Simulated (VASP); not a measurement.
Here is a VASP 6.6.1 calculation.

The input INCAR:

```
PREC     = Accurate       # precision mode
ENCUT    = 600            # plane-wave cutoff, eV
EDIFF    = 1E-6           # SCF threshold, eV
ISMEAR   = 0              # smearing method
SIGMA    = 0.15           # smearing width, eV
LREAL    = False          # projectors in reciprocal space
LASPH    = True           # aspherical terms in the spheres
NELM     = 120            # most SCF steps
ALGO     = Normal         # electronic algorithm
ISIF     = 2              # what is computed and relaxed
LWAVE    = False          # write WAVECAR
LCHARG   = True           # write CHGCAR
GGA      = PE             # functional
LELF     = True           # ELF
LVHAR    = True         
NBANDS   = 15             # bands
GGA_COMPAT= False
```

The input KPOINTS:

```
regular mesh
0
Gamma
  18 18 18
```

POSCAR

```
TaN
1.0
    0.0000000000      2.0918400000      2.0918400000
    2.0918400000      0.0000000000      2.0918400000
    2.0918400000      2.0918400000      0.0000000000
Ta N
1 1
Direct
    0.5000000000      0.5000000000      0.5000000000
    0.0000000000      0.0000000000      0.0000000000
```

Potentials or basis: VASP PAW PBE potentials, release 64 (Ta_pv, N).

Launch:

```sh
$ cat potpaw_PBE.64/Ta_pv/POTCAR potpaw_PBE.64/N/POTCAR > POTCAR
$ mpirun -np 1 vasp_std > vasp.out
```

(1) What does it give for the band gap on the k mesh?

(2) What does it give for the pressure?

Answers

(1) zero (bands 8 and 9 overlap by 4.97 eV).

(2) 78.7 GPa.

Caveat: the cell differs from its parent crystal (strain -0.040 along x and y, -0.040 along z); the cell stands under pressure; spin-orbit coupling is left out, which moves the levels of the heavy elements.
